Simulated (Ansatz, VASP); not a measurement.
# Two plane-wave programs on BP

The input POSCAR:

```
BP
1.0
    0.0000000000      2.2690000000      2.2690000000
    2.2690000000      0.0000000000      2.2690000000
    2.2690000000      2.2690000000      0.0000000000
P B
1 1
Direct
    0.7500000000      0.7500000000      0.7500000000
    0.0000000000      0.0000000000      0.0000000000
```

File INCAR.step1:

```
SYSTEM = BP
ALGO     = Normal         ! electronic algorithm
EDIFF    = 1E-5           ! SCF threshold, eV
ENCUT    = 520            ! plane-wave cutoff, eV
GGA      = PE             ! functional
ISIF     = 2              ! what is computed and relaxed
ISMEAR   = -1             ! smearing method
LASPH    = .True.         ! aspherical terms in the spheres
LCHARG   = .False.        ! write CHGCAR
LREAL    = .False.        ! projectors in reciprocal space
LWAVE    = .True.         ! write WAVECAR
NBANDS   = 11             ! bands
NELM     = 60             ! most SCF steps
PREC     = Accurate       ! precision mode
SIGMA    = 0.05           ! smearing width, eV
```

The input INCAR.step2:

```
SYSTEM = BP
AEXX     = 0.1            ! exact-exchange fraction
ALGO     = Normal         ! electronic algorithm
EDIFF    = 1E-6           ! SCF threshold, eV
ENCUT    = 520            ! plane-wave cutoff, eV
ISIF     = 2              ! what is computed and relaxed
ISMEAR   = -1             ! smearing method
ISTART   = 1            
LASPH    = .True.         ! aspherical terms in the spheres
LCHARG   = .False.        ! write CHGCAR
LHFCALC  = .True.         ! exact exchange
LMIXTAU  = .True.       
LREAL    = .False.        ! projectors in reciprocal space
LWAVE    = .False.        ! write WAVECAR
METAGGA  = R2SCAN         ! meta-GGA
NBANDS   = 11             ! bands
NELM     = 60             ! most SCF steps
PREC     = Accurate       ! precision mode
PRECFOCK = Normal       
SIGMA    = 0.05           ! smearing width, eV
```

File KPOINTS:

```
k-points
0
Gamma
  5 5 5
  0 0 0
```

input.yaml

```yaml
crystal:
  lattice:
    - [0.0, 2.269, 2.269]
    - [2.269, 0.0, 2.269]
    - [2.269, 2.269, 0.0]
  atoms:
    - { symbol: P, position: [0.75, 0.75, 0.75] }
    - { symbol: B, position: [0.0, 0.0, 0.0] }
hamiltonian:
  xc: r2scanh
  pseudopotentials: { kind: paw }
kpoints:
  mp_grid: { grid: [5, 5, 5] }
  band_path:
    path:
      - [[0.0, 0.0, 0.0], [0.5, 0.0, 0.5], [0.5, 0.25, 0.75], [0.375, 0.375, 0.75], [0.0, 0.0, 0.0], [0.5, 0.5, 0.5], [0.625, 0.25, 0.625], [0.5, 0.25, 0.75], [0.5, 0.5, 0.5], [0.375, 0.375, 0.75]]
      - [[0.625, 0.25, 0.625], [0.5, 0.0, 0.5]]
    npoints: 4
scf:
  occupations: { method: fermi_dirac, width: 0.05 }
  n_extra_bands: 6
output:
  forces: true
  stress: true
  eigenvalues: true
  fatbands: false
```

Alike in both runs: functional r2SCANh; k mesh 5 × 5 × 5; occupations fermi-dirac, width 0.05 eV; no spin polarisation.

```csv
,VASP,Ansatz
version,VASP 6.6.1,Ansatz 0.2.0
potentials or method,"VASP PAW PBE potentials, release 64 (P, B)",Ansatz PAW
plane-wave cutoff (eV),520,500
valence electrons in the cell,8,8
task,single point,band structure
```

|  | VASP | Ansatz | Ansatz less VASP |
| --- | --- | --- | --- |
| gap on the k mesh at the Fermi level (eV) | 1.99 | 1.94 | -0.042 |
| least direct gap on the mesh (eV) | 4.25 | 4.20 | -0.053 |
| pressure (GPa) | -1.3 | -0.7 | +0.60 |

VASP's potentials were made for PBE, not for r2SCANh.

The k mesh is coarse, so the values compare programs but aren't converged.
